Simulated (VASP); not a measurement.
Input of a VASP 6.6.1 run:

INCAR

```
ALGO = Normal
EDIFF = 1E-7
ENCUT = 520
GGA = PE
ISIF = 2
ISMEAR = 0
LASPH = True
LCHARG = False
LREAL = False
LWAVE = False
NBANDS = 32
NELM = 100
PREC = Accurate
SIGMA = 0.1
```

The input KPOINTS:

```
k-points
0
Gamma
  6 6 4
```

The input POSCAR:

```
HfZr2Si3
1.0
    5.4348037700      0.0000000000      0.0000000000
   -2.7174018800      4.7066781300      0.0000000000
    0.0000000000      0.0000000000      3.8109017300
Zr Hf Si
2 1 3
Direct
    0.3333333300      0.6666666700      0.0000000000
    0.6666666700      0.3333333300      0.0000000000
    0.0000000000      0.0000000000      0.0000000000
    0.5000000000      0.0000000000      0.5000000000
    0.0000000000      0.5000000000      0.5000000000
    0.5000000000      0.5000000000      0.5000000000
```

Potentials or basis: VASP PAW PBE potentials, release 64 (Zr_sv, Hf_pv, Si).

Run with:

```console
$ cat potpaw_PBE.64/Zr_sv/POTCAR potpaw_PBE.64/Hf_pv/POTCAR potpaw_PBE.64/Si/POTCAR > POTCAR
$ mpirun -np 1 vasp_std > vasp.out
```

Question: What does it give for the pressure?

Answer: 32.6 GPa.

Question: What does it give for the band gap on the k mesh?

Answer: Zero (band 23 reaches 10.60 eV, above the bottom of band 24 at 9.66 eV).

Stress tensor (GPa, compression positive):
```
23.39  0.00  0.00
 0.00 23.39  0.00
 0.00  0.00 50.93
```

Caveat: the k points lie up to 0.41 Å⁻¹ apart; spin-orbit coupling is left out, which moves the levels of the heavy elements.
